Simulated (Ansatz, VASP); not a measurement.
SrO in VASP and in Ansatz

INCAR

```
ALGO = Normal
EDIFF = 1E-6
ENCUT = 520
GGA = PE
ISIF = 2
ISMEAR = 0
LASPH = T
LCHARG = F
LREAL = F
LWAVE = F
NBANDS = 15
NELM = 60
PREC = Accurate
SIGMA = 0.02
```

KPOINTS

```
k-points
0
Gamma
  8 8 8
```

Contents of POSCAR:

```
SrO
1.0
    0.0111529320      2.5933907640      2.6105570280
    2.5208967060      0.0151361220      2.6065738380
    2.5653542460      2.6338651140     -0.0293214180
Sr O
1 1
Direct
   -0.0265701611      0.0234726438     -0.0096894700
    0.5265701611      0.4765273562      0.5096894700
```

Input for Ansatz:

```yaml
crystal:
  lattice:
    - [0.011152932, 2.593390764, 2.610557028]
    - [2.520896706, 0.015136122, 2.606573838]
    - [2.565354246, 2.633865114, -0.029321418]
  atoms:
    - { symbol: Sr, position: [-0.0265701611, 0.0234726438, -0.00968947] }
    - { symbol: O, position: [0.5265701611, 0.4765273562, 0.50968947] }
basis:
  ecutwfc: 420
kpoints:
  mp_grid: { grid: [8, 8, 8] }
hamiltonian:
  xc: pbe
scf:
  occupations: { method: gaussian, width: 0.02 }
output:
  forces: true
  stress: true
  eigenvalues: true
```

Change from the starting cell: all atoms moved at random, cell strained at random.

Alike in both runs: task single point; functional PBE; k mesh 8 × 8 × 8; occupations gaussian, width 0.02 eV; no spin polarisation.

|  | VASP | Ansatz |
| --- | --- | --- |
| version | VASP 6.6.1 | Ansatz 0.2.0 |
| potentials or method | VASP PAW PBE potentials, release 64 (Sr_sv, O), cutoff 520 eV | scalar-relativistic, plane waves, PAW |
| valence electrons in the cell | 16 | 16 |

Ansatz gave:

```
gap on the k mesh at the Fermi level (eV)                     : 3.42
least direct gap on the mesh (eV)                             : 3.42
pressure (GPa)                                                : 2.0
traceless stress, the component that is largest in VASP (GPa) : -2.80
rms of the force components (eV/Å)                            : 0.251
```

Q: Estimate VASP's values.

A: gap on the k mesh at the Fermi level (eV): 3.38; least direct gap on the mesh (eV): 3.38; pressure (GPa): 2.6; traceless stress, the component that is largest in VASP (GPa): -2.96; rms of the force components (eV/Å): 0.268.

Atom by atom the forces differ by 0.017 eV/Å (rms over components). With one functional, cell and mesh, what is left measures potentials, basis and numerics.
